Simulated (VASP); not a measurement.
Crystal: GaB.

```xyz
2
Lattice="2.7182 0.0000 0.0000 0.0000 2.7182 0.0000 0.0000 0.0000 3.2362" Properties=species:S:1:pos:R:3 pbc="T T T"
Ga    1.3591    1.3591    1.6181
B     0.0000    0.0000    0.0000
```

Base run:

| Quantity | Value |
| --- | --- |
| Program | VASP 6.6.1 |
| Functional | PBE |
| Potentials or basis | VASP PAW PBE potentials, release 64 (Ga_d, B) |
| Cutoff | 520 eV |
| k mesh | 8 × 8 × 7 |
| Occupations | fermi-dirac, width 0.05 eV |
| Spin | no spin polarisation |

Its results: band gap on the k mesh zero (bands 8 and 9 overlap by 7.74 eV); pressure 0.6 GPa.

Q: The run is repeated on the same cell with these changes: functional from PBE to PBE-based screened hybrid with 50 % exact exchange; k mesh from 8 × 8 × 7 to 5 × 5 × 4. What comes out?

A: Band gap on the k mesh zero (bands 8 and 9 overlap by 8.87 eV); pressure -5.8 GPa.

Several settings changed at once.

Caveats: some runs use coarse meshes; the PAW data sets were made with another functional, which shifts forces and pressure a little (at least some runs).
